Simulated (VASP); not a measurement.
Crystal: MgB.

```xyz
2
Lattice="2.6143 0.0000 0.0000 0.0000 2.6143 0.0000 0.0000 0.0000 3.6368" Properties=species:S:1:pos:R:3 pbc="T T T"
Mg    0.0000    0.0000    0.0000
B     1.3071    1.3071    1.8184
```

| Property | Result |
| --- | --- |
| Program | VASP 6.6.1 |
| Task | relaxation of cell and atoms |
| Functional | PBE |
| Potentials or basis | VASP PAW PBE potentials, release 64 (Mg, B) |
| Cutoff | 600 eV |
| k mesh | 22 × 22 × 16 |
| Occupations | gaussian, width 0.1 eV |
| Spin | no spin polarisation |

At the start: pressure -4.1 GPa; volume 12.43 Å³/atom.

Q: How do energy, volume and symmetry change on relaxing?

A: Over 20 steps the energy falls by 94.9 meV/atom and the volume is 12.08 Å³/atom (-2.8 %); space group Pm-3m (No. 221, to 0.05 Å).

Step by step:
```tsv
step	energy change (eV)	largest force (eV/Å)	pressure (GPa)	volume (Å³)
1	0.0000	0.0000	-4.10	24.86
2	-0.0826	0.0000	0.40	23.70
3	-0.0969	0.0000	3.37	23.06
4	-0.0971	0.0000	3.80	22.97
5	-0.1218	0.0000	1.02	23.71
6	-0.1379	0.0000	-1.76	24.60
7	-0.1279	0.0000	-6.22	26.38
8	-0.1429	0.0000	-3.07	25.07
9	-0.1580	0.0000	-3.09	25.11
10	-0.1644	0.0000	-3.04	25.13
11	-0.1758	0.0000	-2.99	25.13
12	-0.1659	0.0000	-2.66	25.00
13	-0.1803	0.0000	-3.00	25.11
14	-0.1808	0.0000	-2.98	25.10
15	-0.1807	0.0000	-2.99	25.11
16	-0.1893	0.0000	-0.70	24.38
17	-0.1897	0.0000	-0.02	24.18
18	-0.1897	0.0000	0.04	24.16
19	-0.1898	0.0000	0.04	24.16
20	-0.1898	0.0000	0.05	24.16
```

Final structure:
```
CELL_PARAMETERS angstrom
2.89589 0.00000 0.00000
0.00000 2.89589 0.00000
0.00000 0.00000 2.88055
ATOMIC_POSITIONS crystal
Mg 0.00000 0.00000 0.00000
B 0.50000 0.50000 0.50000
```
